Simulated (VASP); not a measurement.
Runs of VASP 6.6.1 on Sb. The structure is that of space group P6_3/mmc (No. 194), or close to it. The cells are those of the table. This isn't the form of Sb at room conditions, which is rhombohedral.

```csv
cell,gap on the mesh (eV),pressure (GPa)
"a = 3.318, b = 3.318, c = 5.170 Å, angles 90.0, 90.0, 120.0°, 2 atoms",none,4.3
"a = 3.268, b = 3.268, c = 5.170 Å, angles 90.0, 90.0, 120.0°, 2 atoms",none,7.1
"a = 3.470, b = 3.470, c = 5.330 Å, angles 90.0, 90.0, 120.0°, 2 atoms",none,-3.7
"a = 3.318, b = 3.318, c = 5.250 Å, angles 90.0, 90.0, 120.0°, 2 atoms",none,3.0
"a = 3.268, b = 3.268, c = 5.250 Å, angles 90.0, 90.0, 120.0°, 2 atoms",none,5.6
"a = 3.470, b = 3.470, c = 5.490 Å, angles 90.0, 90.0, 120.0°, 2 atoms",none,(a)
"a = 3.420, b = 3.420, c = 5.490 Å, angles 90.0, 90.0, 120.0°, 2 atoms",none,-3.8
"a = 3.268, b = 3.268, c = 5.490 Å, angles 90.0, 90.0, 120.0°, 2 atoms",none,(b)
```

Alike in all rows: task single point; level PBE+D3(BJ); potentials or basis VASP PAW PBE potentials, release 64 (Sb); no spin polarisation; k mesh 18 × 18 × 10; cutoff (eV) 520; smearing gaussian 0.15 eV.

Fill in the values left out.

(a) -5.1; (b) 1.9.

Caveats: spin-orbit coupling is left out, which moves the levels of the heavy elements; the cell stands under pressure (at least some runs); the cell stands under tension (at least some runs).

A k mesh can miss the band edges, and the runs leave out spin-orbit coupling on Sb.

A gap of «none» marks levels without a gap at the run's occupations.
